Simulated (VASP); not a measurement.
Runs of VASP 6.6.1 on SiO2 (Cristobalite high). The structure is that of space group P2_13 (No. 198), or close to it. The cells are those of the table. 

```csv
task,level,cell,gap on the mesh (eV),pressure (GPa),largest force (eV/Å)
single point,PBE,"a = 7.160 Å, 24 atoms",(a),(b),(d)
electric field gradients,PBEsol,"a = 7.160 Å, 24 atoms",(c),-0.9,0.08
single point,PBE,"a = 7.254 Å, 24 atoms",5.58,-0.2,0.04
single point,PBE,"a = 7.207 Å, 24 atoms",5.63,0.3,0.03
single point,PBE,"a = 7.300 Å, 24 atoms",5.53,-0.4,0.03
```

Alike in all rows: potentials or basis VASP PAW PBE potentials, release 64 (Si, O); no spin polarisation; k mesh 4 × 4 × 4; cutoff (eV) 520; smearing fermi-dirac 0.02 eV.

Q: Estimate the missing entries.

A: (a) 5.68; (b) 0.9; (c) 5.66; (d) 0.02.

Caveats: the PAW data sets were made with another functional, which shifts forces and pressure a little (some runs).

A k mesh can miss the band edges.
